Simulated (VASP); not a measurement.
# CsH (Pm-3m) in VASP: a series of runs, part 2 of 2

VASP 6.6.1. Earlier steps stand in the parts before.

### 4 Vibrations by perturbation theory, LDA

This run uses another cell than the first one, of 20.76 Å³/atom, 1.288 times its volume.

The input, INCAR:

```
PREC = Accurate
ENCUT = 520
EDIFF = 1E-8
ISMEAR = 0
SIGMA = 0.01
LREAL = False
LASPH = True
NELM = 60
ALGO = Normal
ISIF = 2
LWAVE = False
LCHARG = False
NBANDS = 12
IBRION = 8
NSW = 1
LEPSILON = True
```

The input, KPOINTS:

```
regular mesh
0
Gamma
  8 8 8
```

The input, POSCAR:

```
CsH
1.0
    3.4628418060      0.0000000000      0.0000000000
    0.0000000000      3.4628418060      0.0000000000
    0.0000000000      0.0000000000      3.4628418060
Cs H
1 1
Direct
    0.0000000000      0.0000000000      0.0000000000
    0.5000000000      0.5000000000      0.5000000000
```

Potentials or basis: VASP PAW LDA potentials, release 64 (Cs_sv, H).

Command:

```sh
cat potpaw_LDA.64/Cs_sv/POTCAR potpaw_LDA.64/H/POTCAR > POTCAR
mpirun -np 1 vasp_std > vasp.out
```

OUTCAR:

```text
PREC = Accurate
   ENCUT = 520
   EDIFF = 1E-8
   ISMEAR = 0
   LREAL = False
   LASPH = True
   NELM = 60
   ISIF = 2
   IBRION = 8
   NSW = 1
   LEPSILON = True

 ion  position               nearest neighbor table
   1  0.000  0.000  0.000-
   2  0.500  0.500  0.500-

  LATTYP: Found a simple cubic cell.
 ALAT       =     3.4628418060

  Lattice vectors:

 A1 = (   3.4628418060,   0.0000000000,   0.0000000000)
 A2 = (   0.0000000000,   3.4628418060,   0.0000000000)
 A3 = (   0.0000000000,   0.0000000000,   3.4628418060)

Analysis of symmetry for initial positions (statically):
=====================================================================
 Subroutine PRICEL returns:
 Original cell was already a primitive cell.

 Routine SETGRP: Setting up the symmetry group for a
 simple cubic supercell.

[... 659 lines left out ...]

 SECOND DERIVATIVES (NOT SYMMETRIZED)
 ------------------------------------
               1X          1Y          1Z          2X          2Y          2Z
  1X    -1.140473   -0.000000    0.000000    1.140473    0.000000    0.000000
  1Y    -0.000000   -1.140473   -0.000000    0.000000    1.140473    0.000000
  1Z    -0.000000    0.000000   -1.140473    0.000000    0.000000    1.140473
  2X     1.136221   -0.000000   -0.000000   -1.136221    0.000000    0.000000
  2Y     0.000000    1.136221   -0.000000   -0.000000   -1.136221    0.000000
  2Z    -0.000000    0.000000    1.136221    0.000000   -0.000000   -1.136221

 Eigenvectors and eigenvalues of the dynamical matrix
 ----------------------------------------------------

   1 f  =   16.726924 THz   105.098364 2PiTHz  557.950129 cm-1    69.176968 meV
             X         Y         Z           dx          dy          dz
      0.000000  0.000000  0.000000     0.000000   -0.086580    0.000000
      1.731421  1.731421  1.731421     0.000000    0.996245    0.000000
[... 21 lines left out ...]
   6 f/i=    0.002694 THz     0.016928 2PiTHz    0.089870 cm-1     0.011142 meV
             X         Y         Z           dx          dy          dz
      0.000000  0.000000  0.000000    -0.996023   -0.021033    0.000000
      1.731421  1.731421  1.731421    -0.086560   -0.001828    0.000000

--------------------------------------------------------------------------------------------------------

 MACROSCOPIC STATIC DIELECTRIC TENSOR IONIC CONTRIBUTION
 ------------------------------------------------------
           5.308321    -0.000000    -0.000000
          -0.000000     5.308321     0.000000
          -0.000000     0.000000     5.308321
 ------------------------------------------------------

 ELASTIC MODULI CONTR FROM IONIC RELAXATION (kBar)
 Direction    XX          YY          ZZ          XY          YZ          ZX
 --------------------------------------------------------------------------------
 XX           0.0000      0.0000      0.0000      0.0000      0.0000      0.0000
 YY           0.0000      0.0000      0.0000      0.0000      0.0000      0.0000
 ZZ           0.0000      0.0000      0.0000      0.0000      0.0000      0.0000
 XY           0.0000      0.0000      0.0000      0.0000      0.0000      0.0000
 YZ           0.0000      0.0000      0.0000      0.0000      0.0000      0.0000
 ZX           0.0000      0.0000      0.0000      0.0000      0.0000      0.0000
 --------------------------------------------------------------------------------

 PIEZOELECTRIC TENSOR IONIC CONTR  for field in x, y, z        (C/m^2)
          XX          YY          ZZ          XY          YZ          ZX
  --------------------------------------------------------------------------------
  x     0.00000     0.00000     0.00000     0.00000     0.00000     0.00000
  y     0.00000     0.00000     0.00000     0.00000     0.00000     0.00000
  z     0.00000     0.00000     0.00000     0.00000     0.00000     0.00000
```

Run time: 3.4 min. Hardware: 1 thread of Intel Xeon 6975P-C (Granite Rapids), shared host; peak memory 0.23 GiB.

What came out:

```yaml
Electronic_dielectric_tensor_diagonal: 4.71
Born_charges_mean_of_the_diagonal: Cs +1.18; H -1.18 e
Highest_phonon_frequency_at_Γ_LO-TO_splitting_left_out: 558 cm⁻¹
```

Phonon frequencies in cm⁻¹ (negative: imaginary):
```csv
q point,frequencies
"(0.000, 0.000, 0.000)",0 0 0 558 558 558
```

Electronic dielectric tensor:
```
4.71 0.00 0.00
0.00 4.71 0.00
0.00 0.00 4.71
```

Born effective charge tensors (e):
atom 1, Cs
```
1.18 0.00 0.00
0.00 1.18 0.00
0.00 0.00 1.18
```
atom 2, H
```
-1.18  0.00  0.00
 0.00 -1.18  0.00
 0.00  0.00 -1.18
```

Caveat: the cell wasn't relaxed at this level first, which shifts response properties; spin-orbit coupling is left out, which moves the levels of the heavy elements.

### 5 Vibrations by perturbation theory, LDA

This run uses another cell than the first one, of 22.98 Å³/atom, 1.425 times its volume.

The input, INCAR:

```
PREC = Accurate
ENCUT = 520
EDIFF = 1E-8
ISMEAR = 0
SIGMA = 0.01
LREAL = False
LASPH = True
NELM = 80
ALGO = Normal
ISIF = 2
LWAVE = False
LCHARG = True
GGA = CA
IBRION = 8
NSW = 1
LEPSILON = True
```

KPOINTS is that of step 4.

The input, POSCAR:

```
CsH
1.0
    3.5817588411      0.0000000000      0.0000000000
    0.0000000000      3.5817588411      0.0000000000
    0.0000000000      0.0000000000      3.5817588411
Cs H
1 1
Direct
    0.0000000000      0.0000000000      0.0000000000
    0.5000000000      0.5000000000      0.5000000000
```

Potentials or basis: VASP PAW LDA potentials, release 64 (Cs_sv, H).

Command:

```sh
cat potpaw_LDA.64/Cs_sv/POTCAR potpaw_LDA.64/H/POTCAR > POTCAR
mpirun -np 1 vasp_std > vasp.out
```

OUTCAR:

```text
PREC = Accurate
   ENCUT = 520
   EDIFF = 1E-8
   ISMEAR = 0
   LREAL = False
   LASPH = True
   NELM = 80
   ISIF = 2
   GGA = CA
   IBRION = 8
   NSW = 1
   LEPSILON = True

 ion  position               nearest neighbor table
   1  0.000  0.000  0.000-
   2  0.500  0.500  0.500-

  LATTYP: Found a simple cubic cell.
 ALAT       =     3.5817588411

  Lattice vectors:

 A1 = (   3.5817588411,   0.0000000000,   0.0000000000)
[... 612 lines left out ...]
      0.000000  0.000000  0.000000    -0.000000   -0.086754   -0.000000
      1.790879  1.790879  1.790879    -0.000000    0.996230    0.000000
[... 21 lines left out ...]
   6 f/i=    0.004692 THz     0.029483 2PiTHz    0.156522 cm-1     0.019406 meV
             X         Y         Z           dx          dy          dz
      0.000000  0.000000  0.000000    -0.000000   -0.996230   -0.000000
      1.790879  1.790879  1.790879    -0.000000   -0.086754    0.000000

--------------------------------------------------------------------------------------------------------

 MACROSCOPIC STATIC DIELECTRIC TENSOR IONIC CONTRIBUTION
 ------------------------------------------------------
           6.791917    -0.000000    -0.000000
          -0.000000     6.791917     0.000000
          -0.000000     0.000000     6.791917
 ------------------------------------------------------

 ELASTIC MODULI CONTR FROM IONIC RELAXATION (kBar)
 Direction    XX          YY          ZZ          XY          YZ          ZX
 --------------------------------------------------------------------------------
 XX           0.0000      0.0000      0.0000      0.0000      0.0000      0.0000
 YY           0.0000      0.0000      0.0000      0.0000      0.0000      0.0000
 ZZ           0.0000      0.0000      0.0000      0.0000      0.0000      0.0000
 XY           0.0000      0.0000      0.0000      0.0000      0.0000      0.0000
 YZ           0.0000      0.0000      0.0000      0.0000      0.0000      0.0000
 ZX           0.0000      0.0000      0.0000      0.0000      0.0000      0.0000
 --------------------------------------------------------------------------------

 PIEZOELECTRIC TENSOR IONIC CONTR  for field in x, y, z        (C/m^2)
          XX          YY          ZZ          XY          YZ          ZX
  --------------------------------------------------------------------------------
  x     0.00000     0.00000     0.00000     0.00000     0.00000     0.00000
  y     0.00000     0.00000     0.00000     0.00000     0.00000     0.00000
  z     0.00000     0.00000     0.00000     0.00000     0.00000     0.00000
```

OSZICAR:

```text
N       E                     dE             d eps       ncg     rms          rms(c)
DAV:   1     0.426308183987E+02    0.42631E+02   -0.47284E+03   630   0.962E+02
DAV:   2    -0.352987126003E+01   -0.46161E+02   -0.44068E+02   808   0.140E+02
DAV:   3    -0.565254049069E+01   -0.21227E+01   -0.21214E+01   756   0.344E+01
DAV:   4    -0.566349970863E+01   -0.10959E-01   -0.10958E-01   937   0.266E+00
[... 161 lines left out ...]
RMM:   7    -0.159840009659E-01   -0.26462E-05   -0.91480E-09  2387   0.530E-04    0.374E-05
RMM:   8    -0.159838696564E-01    0.13131E-06   -0.37893E-09  2490   0.103E-04    0.132E-05
RMM:   9    -0.159839075682E-01   -0.37912E-07   -0.36999E-09  2395   0.639E-05    0.192E-06
RMM:  10    -0.159838930260E-01    0.14542E-07   -0.36568E-09  2267   0.413E-05    0.514E-07
RMM:  11    -0.159838967495E-01   -0.37235E-08   -0.36890E-09  1588   0.385E-05    0.101E-07
 Linear response finished
```

stdout:

```text
POSCAR found type information on POSCAR CsH
 POSCAR found :  2 types and       2 ions
 scaLAPACK will be used
 LDA part: xc-table for (Slater(with rela. corr.)+CA(PZ))
 , standard interpolation
 POSCAR, INCAR and KPOINTS ok, starting setup
 FFT: planning ... GRIDC
 FFT: planning ... GRID_SOFT
 FFT: planning ... GRID
[... 24 lines left out ...]
 Linear response to external field, progress :
  Direction:   3
 dielectric tensor                  component  3 :    -0.018    -0.185     4.371
 Linear response DOF=           2
 Linear response progress:
 first order change of Fermi-energy   0.85827E-02
 force on displaced ion       1 direction 1 :  -0.797   0.000  -0.000
 Born effective charge ion    1 direction 1 :   1.170   0.000   0.000
 Linear response progress:
 first order change of Fermi-energy  -0.24191E-02
 force on displaced ion       2 direction 1 :  -0.791  -0.000   0.000
 Born effective charge ion    2 direction 1 :  -1.171   0.000   0.000
 Born effective charges drift removed
 Linear response finished
```

Wall time 3.1 min (1 thread of Intel Xeon 6975P-C (Granite Rapids), shared host); peak memory 0.22 GiB.

What came out:

```
Electronic dielectric tensor (diagonal)                 : 4.37
Born charges (mean of the diagonal)                     : Cs +1.17; H -1.17 e
Highest phonon frequency at Γ, LO-TO splitting left out : 465 cm⁻¹
```

Phonon frequencies in cm⁻¹ (negative: imaginary):
| q point | frequencies |
| --- | --- |
| (0.000, 0.000, 0.000) | 0 0 0 465 465 465 |

Electronic dielectric tensor:
```
4.37 0.00 0.00
0.00 4.37 0.00
0.00 0.00 4.37
```

Born effective charge tensors (e):
atom 1, Cs
```
1.17 0.00 0.00
0.00 1.17 0.00
0.00 0.00 1.17
```
atom 2, H
```
-1.17  0.00  0.00
 0.00 -1.17  0.00
 0.00  0.00 -1.17
```

Caveat: the cell wasn't relaxed at this level first, which shifts response properties; spin-orbit coupling is left out, which moves the levels of the heavy elements.
